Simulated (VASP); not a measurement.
Here is a VASP 6.6.1 calculation.

The input POSCAR:

```
LiF
1.0
    0.0000000000      2.0208911300      2.0208911300
    2.0208911300      0.0000000000      2.0208911300
    2.0208911300      2.0208911300      0.0000000000
Li F
1 1
Direct
    0.0000000000      0.0000000000      0.0000000000
    0.5000000000      0.5000000000      0.5000000000
```

File INCAR.step1:

```
  PREC = Accurate
  ENCUT = 520
  ISMEAR = -1
  SIGMA = 0.02
  LREAL = False
  LASPH = True
  NELM = 60
  GGA = PE
  ALGO = Normal
  EDIFF = 1E-4
  LWAVE = True
  LCHARG = False
```

The input INCAR.step2:

```
  PREC = Accurate
  ENCUT = 520
  EDIFF = 1E-7
  ISMEAR = -1
  SIGMA = 0.02
  LREAL = False
  LASPH = True
  NELM = 60
  ALGO = Normal
  ISIF = 2
  LWAVE = False
  LCHARG = False
  METAGGA = R2SCAN
  LMIXTAU = True
  IBRION = 2
  NSW = 50
  EDIFFG = -0.01
  ISTART = 1
```

Contents of KPOINTS:

```
Automatic mesh
0
Gamma
  12 12 12
```

Potentials or basis: VASP PAW PBE potentials, release 64 (Li_sv, F).

Command:

```console
$ cat potpaw_PBE.64/Li_sv/POTCAR potpaw_PBE.64/F/POTCAR > POTCAR
$ cp INCAR.step1 INCAR
$ mpirun -np 1 vasp_std > vasp.out
$ cp INCAR.step2 INCAR
$ mpirun -np 1 vasp_std > vasp.out
```

(1) Estimate the band gap on the k mesh.

## Answers

(1) 10.16 eV.

Caveat: the relaxation stopped at its first step, so nothing moved.
